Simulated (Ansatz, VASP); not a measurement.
**One calculation of Ni3O, two programs**

```xyz
4
Lattice="0.0000 2.7577 2.7577 2.7577 0.0000 2.7577 2.7577 2.7577 0.0000" Properties=species:S:1:pos:R:3 pbc="T T T"
Ni    1.3789    1.3789    1.3789
Ni    4.1366    4.1366    4.1366
Ni    2.7577    2.7577    2.7577
O     0.0000    0.0000    0.0000
```

Change from the starting cell: species swapped into the Mn3Si type (Fm-3m, No. 225).

Alike in both runs: functional PBE; k mesh 14 × 14 × 14; occupations gaussian, width 0.1 eV; collinear spin.

Ansatz relaxed the structure, and its values are those at the end. VASP's run is a single point on that final structure, the one shown.

```csv
,VASP,Ansatz
version,VASP 6.6.1,Ansatz 0.2.0
potentials or method,"VASP PAW PBE potentials, release 64 (Ni, O), cutoff 520 eV","scalar-relativistic, plane waves, PAW"
valence electrons in the cell,36,60
```

Ansatz gave:

* gap on the k mesh at the Fermi level (eV): none
* pressure (GPa): 0.0
* net moment per atom (μB): 0.74
* size of the moment on the site where the two differ most (μB): 0.90

Question: What did VASP give for the same quantities?

Answer: gap on the k mesh at the Fermi level (eV): none; pressure (GPa): -0.3; net moment per atom (μB): 0.73; size of the moment on the site where the two differ most (μB): 0.84.

Site moments also hang on the region over which each program counts them. A gap of «none» marks a metal or a gap that the smearing closes. With one functional, cell and mesh, what is left measures potentials, basis and numerics. VASP's potentials hold 36 valence electrons a cell and Ansatz's 60, so a difference there can come from the potentials and not from the codes.
